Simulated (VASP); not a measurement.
# Ti12H (a cell with a defect): single point with PBE+D3(BJ)

Crystal: Ti12H (a cell with a defect).

```
CELL_PARAMETERS angstrom
5.90000 0.00000 0.00000
-4.42500 7.66432 0.00000
0.00000 0.00000 4.68460
ATOMIC_POSITIONS crystal
Ti 0.02173 0.01600 0.91739
Ti 0.11893 0.19993 0.41664
Ti 0.03996 0.36061 0.91607
Ti 0.14901 0.53497 0.40827
Ti 0.02271 0.68116 0.96190
Ti 0.18168 0.86950 0.43596
Ti 0.50755 0.00317 0.00000
Ti 0.64614 0.23388 0.47855
Ti 0.47295 0.34086 0.00021
Ti 0.68086 0.56325 0.43675
Ti 0.54610 0.68842 0.97103
Ti 0.68452 0.85578 0.47097
H 0.66204 0.24773 0.89621
```

```json
{"Program": "VASP 6.6.1", "Task": "single point", "Functional": "PBE", "Dispersion": "D3(BJ)", "Potentials or basis": "VASP PAW PBE potentials, release 64 (Ti_sv, H)", "Cutoff": "520 eV", "k mesh": "2 × 2 × 2", "Occupations": "fermi-dirac, width 0.1 eV", "Spin": "no spin polarisation", "Dipole correction": "no", "Further INCAR settings": "ALGO = Normal; EDIFF = 1e-07; NBANDS = 84"}
```

```json
{
  "Pressure": "-4.3 GPa",
  "Largest force": "1.547 eV/Å",
  "Dispersion energy per atom": "-0.561 eV"
}
```

Forces on the atoms (eV/Å):
```
Ti   0.128 -0.154  0.306
Ti  -0.020  0.068  0.449
Ti  -0.948 -0.350  0.143
Ti   0.702  0.328  0.274
Ti   0.061 -0.150 -0.981
Ti  -0.292  0.380  0.733
Ti   0.758  0.447 -0.437
Ti   0.107 -0.591 -0.090
Ti   0.277  0.779 -0.640
Ti   0.127 -1.081  1.003
Ti  -0.708 -0.188 -0.344
Ti  -1.069  1.108 -0.150
H    0.877 -0.596 -0.266
```

Stress tensor (GPa, compression positive):
```
-7.10 -0.81 -0.12
-0.81 -3.33  0.81
-0.12  0.81 -2.58
```

Levels at points of the mesh, in eV from the Fermi level:
| k point | band 70 | band 71 | band 72 | band 73 | band 74 | band 75 |
| --- | --- | --- | --- | --- | --- | --- |
| (0.00, 0.00, 0.00) | -0.39 | 0.12 | 0.16 | 0.22 | 0.24 | 0.34 |
| (0.50, 0.00, 0.00) | -0.59 | -0.35 | -0.22 | -0.02 | 0.13 | 0.16 |
| (0.00, 0.50, 0.00) | -0.23 | -0.15 | 0.06 | 0.13 | 0.20 | 0.34 |
| (0.50, 0.50, 0.00) | -0.55 | -0.33 | -0.14 | 0.02 | 0.13 | 0.26 |
| (0.00, 0.00, 0.50) | -0.17 | -0.12 | -0.07 | 0.03 | 0.10 | 0.15 |
| (0.50, 0.00, 0.50) | -0.51 | -0.42 | -0.30 | -0.21 | -0.02 | 0.08 |
| (0.00, 0.50, 0.50) | -0.34 | -0.26 | -0.14 | 0.12 | 0.16 | 0.26 |
| (0.50, 0.50, 0.50) | -0.39 | -0.35 | -0.28 | -0.21 | -0.10 | 0.02 |

Run time: 3.2 min on 1 thread of Intel(R) Xeon(R) 6975P-C (Granite Rapids), with other jobs on the host, peak memory 0.38 GiB.

Caveat: the k points lie up to 0.67 Å⁻¹ apart.
